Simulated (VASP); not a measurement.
# TiO2 (Pbca) in VASP: a series of runs

TiO2 is run at these levels: PBEsol; tasks: single point.

All numbers are computed with VASP 6.6.1; they aren't measurements. Logs are shortened: lines on timing, memory, paths and dates and some standing lists are left out, and cuts for length are marked.

## Step 1: The cell of the first run

Symmetry: Pbca, No. 61, orthorhombic system. Conventional cell: a = 5.121 Å, b = 9.168 Å, c = 5.439 Å, α = 90.00°, β = 90.00°, γ = 90.00°. Within 2.5 Å of Ti (site symmetry 1) lie 6 O at 1.86 to 2.06 Å. Within 2.6 Å of O (site symmetry 1) lie 3 Ti at 1.91 to 2.06 Å and 1 O at 2.52 Å. Within 2.6 Å of O (site symmetry 1) lie 3 Ti at 1.86 to 2.00 Å and 2 O at 2.49 to 2.52 Å.

## Step 2: Single point, PBEsol

INCAR

```
SYSTEM = TiO2
PREC = Accurate
ENCUT = 520
EDIFF = 1E-7
ISMEAR = 0
SIGMA = 0.1
LREAL = Auto
LASPH = .True.
NELM = 100
ALGO = Normal
ISIF = 2
LWAVE = .False.
LCHARG = .False.
GGA = PS
NBANDS = 114
```

KPOINTS

```
regular mesh
0
Gamma
  4 2 4
  0 0 0
```

POSCAR

```
TiO2
1.0
    5.1206279236      0.0000000000      0.0000000000
    0.0000000000      9.1680775022      0.0000000000
    0.0000000000      0.0000000000      5.4393922131
Ti O
8 16
Direct
    0.1378806473      0.1289351093      0.9047160788
    0.6378806473      0.3710648907      0.0952839212
    0.8621193527      0.6289351093      0.5952839212
    0.3621193527      0.8710648907      0.4047160788
    0.8621193527      0.8710648907      0.0952839212
    0.3621193527      0.6289351093      0.9047160788
    0.1378806473      0.3710648907      0.4047160788
    0.6378806473      0.1289351093      0.5952839212
    0.4644743158      0.2300337222      0.8907148924
    0.9644743158      0.2699662778      0.1092851076
    0.5355256842      0.7300337222      0.6092851076
    0.0355256842      0.7699662778      0.3907148924
    0.5355256842      0.7699662778      0.1092851076
    0.0355256842      0.7300337222      0.8907148924
    0.4644743158      0.2699662778      0.3907148924
    0.9644743158      0.2300337222      0.6092851076
    0.8159821247      0.0102856324      0.8514795902
    0.3159821247      0.4897143676      0.1485204098
    0.1840178753      0.5102856324      0.6485204098
    0.6840178753      0.9897143676      0.3514795902
    0.1840178753      0.9897143676      0.1485204098
    0.6840178753      0.5102856324      0.8514795902
    0.8159821247      0.4897143676      0.3514795902
    0.3159821247      0.0102856324      0.6485204098
```

Potentials or basis: VASP PAW PBE potentials, release 64 (Ti_sv, O).

Started as:

```sh
$ cat potpaw_PBE.64/Ti_sv/POTCAR potpaw_PBE.64/O/POTCAR > POTCAR
$ mpirun -np 1 vasp_std > vasp.out
```

OUTCAR:

```text
SYSTEM = TiO2
   PREC = Accurate
   ENCUT = 520
   EDIFF = 1E-7
   ISMEAR = 0
   LREAL = Auto
   LASPH = .True.
   NELM = 100
   ISIF = 2
   GGA = PS

 ion  position               nearest neighbor table
   1  0.138  0.129  0.905-  21 1.86   9 1.91  10 1.92  24 1.99  17 2.00  16 2.06
   2  0.638  0.371  0.095-  22 1.86  10 1.91   9 1.92  23 1.99  18 2.00  15 2.06
   3  0.862  0.629  0.595-  23 1.86  11 1.91  12 1.92  22 1.99  19 2.00  14 2.06
   4  0.362  0.871  0.405-  24 1.86  12 1.91  11 1.92  21 1.99  20 2.00  13 2.06
   5  0.862  0.871  0.095-  17 1.86  13 1.91  14 1.92  20 1.99  21 2.00  12 2.06
   6  0.362  0.629  0.905-  18 1.86  14 1.91  13 1.92  19 1.99  22 2.00  11 2.06
   7  0.138  0.371  0.405-  19 1.86  15 1.91  16 1.92  18 1.99  23 2.00  10 2.06
   8  0.638  0.129  0.595-  20 1.86  16 1.91  15 1.92  17 1.99  24 2.00   9 2.06
   9  0.464  0.230  0.891-   1 1.91   2 1.92   8 2.06
  10  0.964  0.270  0.109-   2 1.91   1 1.92   7 2.06
  11  0.536  0.730  0.609-   3 1.91   4 1.92   6 2.06
  12  0.036  0.770  0.391-   4 1.91   3 1.92   5 2.06
  13  0.536  0.770  0.109-   5 1.91   6 1.92   4 2.06
  14  0.036  0.730  0.891-   6 1.91   5 1.92   3 2.06
[... 8 lines left out ...]
  23  0.816  0.490  0.351-   3 1.86   2 1.99   7 2.00
  24  0.316  0.010  0.649-   4 1.86   1 1.99   8 2.00

  LATTYP: Found a simple orthorhombic cell.
 ALAT       =     5.1206279236
 B/A-ratio  =     1.0622510157
 C/A-ratio  =     1.7904205576

  Lattice vectors:

 A1 = (  -5.1206279236,   0.0000000000,   0.0000000000)
 A2 = (   0.0000000000,   0.0000000000,   5.4393922131)
 A3 = (   0.0000000000,   9.1680775022,   0.0000000000)

Analysis of symmetry for initial positions (statically):
=====================================================================
 Subroutine PRICEL returns:
 Original cell was already a primitive cell.

 Routine SETGRP: Setting up the symmetry group for a
 simple orthorhombic supercell.

 Subroutine GETGRP returns: Found  8 space group operations
 (whereof  2 operations were pure point group operations)
 out of a pool of  8 trial point group operations.

The static configuration has the point symmetry S_2 .
 The point group associated with its full space group is D_2h.

Analysis of symmetry for dynamics (positions and initial velocities):
=====================================================================
 Subroutine PRICEL returns:
 Original cell was already a primitive cell.

 Routine SETGRP: Setting up the symmetry group for a
 simple orthorhombic supercell.

 Subroutine GETGRP returns: Found  8 space group operations
 (whereof  2 operations were pure point group operations)
 out of a pool of  8 trial point group operations.

The dynamic configuration has the point symmetry S_2 .
 The point group associated with its full space group is D_2h.

 Subroutine INISYM returns: Found  8 space group operations
 (whereof  2 operations are pure point group operations),
 and found     1 'primitive' translations

----------------------------------------------------------------------------------------

                                     Primitive cell

  volume of cell :     255.3594

  direct lattice vectors                    reciprocal lattice vectors
     5.120627924  0.000000000  0.000000000     0.195288550  0.000000000  0.000000000
     0.000000000  9.168077502  0.000000000     0.000000000  0.109074122  0.000000000
     0.000000000  0.000000000  5.439392213     0.000000000  0.000000000  0.183844069

  length of vectors
     5.120627924  9.168077502  5.439392213     0.195288550  0.109074122  0.183844069

  position of ions in fractional coordinates (direct lattice)
     0.137880647  0.128935109  0.904716079
     0.637880647  0.371064891  0.095283921
     0.862119353  0.628935109  0.595283921
     0.362119353  0.871064891  0.404716079
     0.862119353  0.871064891  0.095283921
     0.362119353  0.628935109  0.904716079
[... 16 lines left out ...]
     0.815982125  0.489714368  0.351479590
     0.315982125  0.010285632  0.648520410

  ion indices of the primitive-cell ions
   primitive index   ion index
                 1           1
                 2           2
                 3           3
                 4           4
                 5           5
                 6           6
[... 16 lines left out ...]
                23          23
                24          24

----------------------------------------------------------------------------------------

 KPOINTS: regular mesh

Automatic generation of k-mesh.
 Grid dimensions read from file:
 generate k-points for:    4    2    4

 Generating k-lattice:

  Cartesian coordinates                     Fractional coordinates (reciprocal lattice)
     0.048822137  0.000000000  0.000000000     0.250000000  0.000000000  0.000000000
     0.000000000  0.054537061  0.000000000     0.000000000  0.500000000  0.000000000
     0.000000000  0.000000000  0.045961017     0.000000000  0.000000000  0.250000000

  Length of vectors
     0.048822137  0.054537061  0.045961017

  Shift w.r.t. Gamma in fractional coordinates (k-lattice)
     0.000000000  0.000000000  0.000000000

 Subroutine IBZKPT returns following result:
 ===========================================

 Found     18 irreducible k-points:

 Following reciprocal coordinates:
            Coordinates               Weight
  0.000000  0.000000  0.000000      1.000000
  0.250000  0.000000  0.000000      2.000000
  0.500000  0.000000  0.000000      1.000000
  0.000000  0.500000  0.000000      1.000000
  0.250000  0.500000  0.000000      2.000000
  0.500000  0.500000  0.000000      1.000000
[... 10 lines left out ...]
  0.250000  0.500000  0.500000      2.000000
  0.500000  0.500000  0.500000      1.000000
   k-points           NKPTS =     18   k-points in BZ     NKDIM =     18   number of bands    NBANDS=    114
   number of dos      NEDOS =    301   number of ions     NIONS =     24
   total plane-waves  NPLWV = 112000
   dimension x,y,z NGX =    40 NGY =   70 NGZ =   40
   dimension x,y,z NGXF=    80 NGYF=  140 NGZF=   80
   ions per type =               8  16
   NGX,Y,Z   is equivalent  to a cutoff of  12.99, 12.69, 12.23 a.u.
   NGXF,Y,Z  is equivalent  to a cutoff of  25.97, 25.39, 24.45 a.u.
 SYSTEM =  TiO2
   PREC   = accura    normal or accurate (medium, high low for compatibility)
   ISTART =      0    job   : 0-new  1-cont  2-samecut
   ICHARG =      2    charge: 1-file 2-atom 10-const
   ISPIN  =      1    spin polarized calculation?
   LNONCOLLINEAR =      F non collinear calculations
   LSORBIT =      F    spin-orbit coupling
   LASPH  =      T    aspherical Exc in radial PAW
   ENCUT  =  520.0 eV  38.22 Ry    6.18 a.u.   9.52 17.05 10.11*2*pi/ulx,y,z
   NELM   =    100;   NELMIN=  2; NELMDL= -5     # of ELM steps
   EDIFF  = 0.1E-06   stopping-criterion for ELM
   LREAL  =      T    real-space projection
   EDIFFG = 0.1E-05   stopping-criterion for IOM
   NSW    =      0    number of steps for IOM
   IBRION =     -1    ionic relax: 0-MD 1-quasi-New 2-CG
   NFREE  =      0    steps in history (QN), initial steepest desc. (CG)
   ISIF   =      2    stress and relaxation
   ISYM   =      2    0-nonsym 1-usesym 2-fastsym
   POTIM  = 0.5000    time-step for ionic-motion
   TEBEG  =    0.0;   TEEND  =   0.0 temperature during run
   PSTRESS=    0.0 pullay stress
   NELECT =     192.0000    total number of electrons
   NUPDOWN=      -1.0000    fix difference up-down
   EMIN   =  10.00;   EMAX   =-10.00  energy-range for DOS
   EFERMI =   0.00;   METHOD = LEGACY
   ISMEAR =     0;   SIGMA  =   0.10  broadening in eV -4-tet -1-fermi 0-gaus
   EFERMI_NEDOS =   21; number of points for ismear=-14 and -15
   IALGO  =     38    algorithm
   IMIX   =      4    mixing-type and parameters
     AMIX     =   0.40;   BMIX     =  1.00
     AMIX_MAG =   1.60;   BMIX_MAG =  1.00
  volume/ion in A,a.u.               =      10.64        71.80
  Fermi-wavevector in a.u.,A,eV,Ry     =   1.488645  2.813132 30.151400  2.216065
  Thomas-Fermi vector in A             =   2.601654
   LORBIT       =      0    0 simple, 1 ext, 2 COOP (PROOUT), +10 PAW based schemes
   GGA     = PS    functional components
   LHFCALC =     F    Hartree Fock is set to
   AEXX    =    0.0000 exact exchange contribution
   IVDW    =     0    specifies the selected vdW correction
   LEPSILON=     F    determine dielectric tensor
   LRPA    =     F    only Hartree local field effects (RPA)
 non-spin polarized calculation
 Gauss-broadening in eV      SIGMA  =   0.10
  energy-cutoff  :      520.00
  volume of cell :      255.36
 maximum number of plane-waves:      6902
 NGX is ok and might be reduce to    40
   NGX = 19   NGY = 35   NGZ = 21

 number of electron     191.9999958 magnetization

 Free energy of the ion-electron system (eV)
  ---------------------------------------------------
  ext. energy  EPLUGINS =         0.00000000
  ---------------------------------------------------
  free energy    TOTEN  =      -224.71253510 eV

  energy without entropy =     -224.71253510  energy(sigma->0) =     -224.71253510

 E-fermi :   4.6481     XC(G=0): -11.5098

 val. band max:        4.0828809441   @ k =   0.0000   0.0000   0.0000
 cond. band min:       6.4028722683   @ k =   0.0000   0.0000   0.0000
 fundamental gap:      2.3199913242
 Fermi energy:         4.6481334533

 k-point     1 :       0.0000    0.0000    0.0000
  band No.  band energies     occupation
      1     -52.0978      2.00000
      2     -52.0874      2.00000
      3     -52.0725      2.00000
      4     -52.0628      2.00000
      5     -52.0626      2.00000
      6     -52.0621      2.00000
[... 100 lines left out ...]
    107       7.4223      0.00000
    108       7.4903      0.00000

 k-point     2 :       0.2500    0.0000    0.0000
  band No.  band energies     occupation
      1     -52.0927      2.00000
      2     -52.0838      2.00000
      3     -52.0680      2.00000
      4     -52.0678      2.00000
      5     -52.0664      2.00000
      6     -52.0592      2.00000
[... 1768 lines left out ...]
 k-point    18 :       0.5000    0.5000    0.5000
  band No.  band energies     occupation
      1     -52.0776      2.00000
      2     -52.0776      2.00000
      3     -52.0776      2.00000
      4     -52.0776      2.00000
      5     -52.0548      2.00000
      6     -52.0548      2.00000
[... 100 lines left out ...]
    107       7.4875      0.00000
    108       7.4875      0.00000
 [bands above 108 left out]

------------------------ aborting loop because EDIFF is reached ----------------------------------------

  FORCE on cell =-STRESS in cart. coord.  units (eV):
  Direction    XX          YY          ZZ          XY          YZ          ZX
  --------------------------------------------------------------------------------------
  -------------------------------------------------------------------------------------
  Total        1.0220528      0.9582915      0.8752646      0.0000000      0.0000000      0.0000000
  in kB        6.4125687      6.0125172      5.4915897      0.0000000      0.0000000      0.0000000
  external PRESSURE =       5.9722252 kB  Pullay stress =       0.0000000 kB

 VOLUME and BASIS-vectors are now :
 -----------------------------------------------------------------------------
  energy-cutoff  :      520.00
  volume of cell :      255.36
      direct lattice vectors                 reciprocal lattice vectors
     5.120627924  0.000000000  0.000000000     0.195288550  0.000000000  0.000000000
     0.000000000  9.168077502  0.000000000     0.000000000  0.109074122  0.000000000
     0.000000000  0.000000000  5.439392213     0.000000000  0.000000000  0.183844069

 POSITION                                       TOTAL-FORCE (eV/Angst)
 -----------------------------------------------------------------------------------
      0.70604      1.18209      4.92111         0.004275      0.028441     -0.019527
      3.26635      3.40195      0.51829         0.004275     -0.028441      0.019527
      4.41459      5.76613      3.23798        -0.004275      0.028441      0.019527
      1.85428      7.98599      2.20141        -0.004275     -0.028441     -0.019527
      4.41459      7.98599      0.51829        -0.004275     -0.028441      0.019527
      1.85428      5.76613      4.92111        -0.004275      0.028441     -0.019527
[... 16 lines left out ...]
      4.17834      4.48974      1.91184        -0.038045     -0.014615     -0.037530
      1.61803      0.09430      3.52756        -0.038045      0.014615      0.037530
 -----------------------------------------------------------------------------------
    total drift:                               -0.000000     -0.000000      0.000000

  FREE ENERGIE OF THE ION-ELECTRON SYSTEM (eV)
  ---------------------------------------------------
  free  energy   TOTEN  =      -224.7125351016 eV

  energy  without entropy=     -224.7125351016  energy(sigma->0) =     -224.71253510
```

It took 30 min on 1 thread of Intel Xeon Platinum 8488C (Sapphire Rapids), shared host; peak memory 0.5 GiB.

What came out:

| Item | Value |
| --- | --- |
| Free energy | -224.7125 eV |
| Pressure | 0.6 GPa |
| Largest force | 0.055 eV/Å |
| Band gap on the k mesh | 2.32 eV |

Forces on the atoms (eV/Å):
```
Ti   0.004  0.028 -0.020
Ti   0.004 -0.028  0.020
Ti  -0.004  0.028  0.020
Ti  -0.004 -0.028 -0.020
Ti  -0.004 -0.028  0.020
Ti  -0.004  0.028 -0.020
Ti   0.004 -0.028 -0.020
Ti   0.004  0.028  0.020
O    0.013  0.004 -0.001
O    0.013 -0.004  0.001
O   -0.013  0.004  0.001
O   -0.013 -0.004 -0.001
O   -0.013 -0.004  0.001
O   -0.013  0.004 -0.001
O    0.013 -0.004 -0.001
O    0.013  0.004  0.001
O   -0.038  0.015 -0.038
O   -0.038 -0.015  0.038
O    0.038  0.015  0.038
O    0.038 -0.015 -0.038
O    0.038 -0.015  0.038
O    0.038  0.015 -0.038
O   -0.038 -0.015 -0.038
O   -0.038  0.015  0.038
```

Caveat: the PAW data sets were made with another functional, which shifts forces and pressure a little.

## Step 3: Single point, PBEsol

This run uses another cell than the first one, of 10.73 Å³/atom.

INCAR

```
ALGO = Normal
EDIFF = 1E-6
ENCUT = 520
GGA = PS
ISIF = 2
ISMEAR = 0
LASPH = T
LCHARG = T
LELF = T
LREAL = Auto
LVHAR = T
LWAVE = F
NBANDS = 114
NELM = 60
PREC = Accurate
SIGMA = 0.1
```

KPOINTS

```
k-points
0
Gamma
  4 2 4
```

POSCAR

```
TiO2
1.0
    5.1450000000      0.0000000000      0.0000000000
    0.0000000000      9.1850000000      0.0000000000
    0.0000000000      0.0000000000      5.4470000000
Ti O
8 16
Direct
    0.1270000000      0.1270000000      0.8870000000
    0.6270000000      0.3730000000      0.1130000000
    0.8730000000      0.6270000000      0.6130000000
    0.3730000000      0.8730000000      0.3870000000
    0.8730000000      0.8730000000      0.1130000000
    0.3730000000      0.6270000000      0.8870000000
    0.1270000000      0.3730000000      0.3870000000
    0.6270000000      0.1270000000      0.6130000000
    0.4650000000      0.2300000000      0.8950000000
    0.9650000000      0.2700000000      0.1050000000
    0.5350000000      0.7300000000      0.6050000000
    0.0350000000      0.7700000000      0.3950000000
    0.5350000000      0.7700000000      0.1050000000
    0.0350000000      0.7300000000      0.8950000000
    0.4650000000      0.2700000000      0.3950000000
    0.9650000000      0.2300000000      0.6050000000
    0.8200000000      0.0100000000      0.8450000000
    0.3200000000      0.4900000000      0.1550000000
    0.1800000000      0.5100000000      0.6550000000
    0.6800000000      0.9900000000      0.3450000000
    0.1800000000      0.9900000000      0.1550000000
    0.6800000000      0.5100000000      0.8450000000
    0.8200000000      0.4900000000      0.3450000000
    0.3200000000      0.0100000000      0.6550000000
```

Potentials or basis: VASP PAW PBE potentials, release 64 (Ti_sv, O).

Started as:

```sh
$ cat potpaw_PBE.64/Ti_sv/POTCAR potpaw_PBE.64/O/POTCAR > POTCAR
$ mpirun -np 1 vasp_std > vasp.out
```

It took 20 min on 1 thread of Intel Xeon Platinum 8259CL at 2.50GHz (Skylake/Cascade Lake), shared host; peak memory 0.52 GiB.

Results (log left out):

| Item | Value |
| --- | --- |
| Free energy | -224.4116 eV |
| Pressure | -0.7 GPa |
| Largest force | 0.791 eV/Å |
| Band gap on the k mesh | 2.08 eV |

Forces on the atoms (eV/Å):
```
Ti   0.332  0.665  0.270
Ti   0.332 -0.665 -0.270
Ti  -0.332  0.665 -0.270
Ti  -0.332 -0.665  0.270
Ti  -0.332 -0.665 -0.270
Ti  -0.332  0.665  0.270
Ti   0.332 -0.665  0.270
Ti   0.332  0.665 -0.270
O   -0.119 -0.134 -0.115
O   -0.119  0.134  0.115
O    0.119 -0.134  0.115
O    0.119  0.134 -0.115
O    0.119  0.134  0.115
O    0.119 -0.134 -0.115
O   -0.119  0.134 -0.115
O   -0.119 -0.134  0.115
O   -0.012 -0.281  0.322
O   -0.012  0.281 -0.322
O    0.012 -0.281 -0.322
O    0.012  0.281  0.322
O    0.012  0.281 -0.322
O    0.012 -0.281  0.322
O   -0.012  0.281  0.322
O   -0.012 -0.281 -0.322
```

Stress tensor (GPa, compression positive):
```
 1.00  0.00  0.00
 0.00 -1.30  0.00
 0.00  0.00 -1.88
```

Levels at points of the mesh, in eV from the valence-band top:
```
           k point  band 94  band 95  band 96  band 97  band 98  band 99
(0.00, 0.00, 0.00)    -0.33    -0.25     0.00     2.08     2.77     2.83
(0.50, 0.00, 0.00)    -0.41    -0.15    -0.15     2.43     2.43     2.87
(0.00, 0.50, 0.00)    -0.31    -0.21    -0.21     2.39     2.39     2.85
(0.50, 0.50, 0.00)    -0.24    -0.24    -0.24     2.60     2.60     2.60
(0.00, 0.00, 0.50)    -0.64    -0.58    -0.58     2.73     2.73     2.76
(0.50, 0.00, 0.50)    -0.61    -0.61    -0.61     2.79     2.79     2.79
(0.00, 0.50, 0.50)    -0.50    -0.50    -0.50     2.93     2.93     2.93
(0.50, 0.50, 0.50)    -0.51    -0.51    -0.51     2.89     2.89     2.89
```

Caveat: the PAW data sets were made with another functional, which shifts forces and pressure a little. As with any semilocal functional, this PBEsol gap is likely too small.
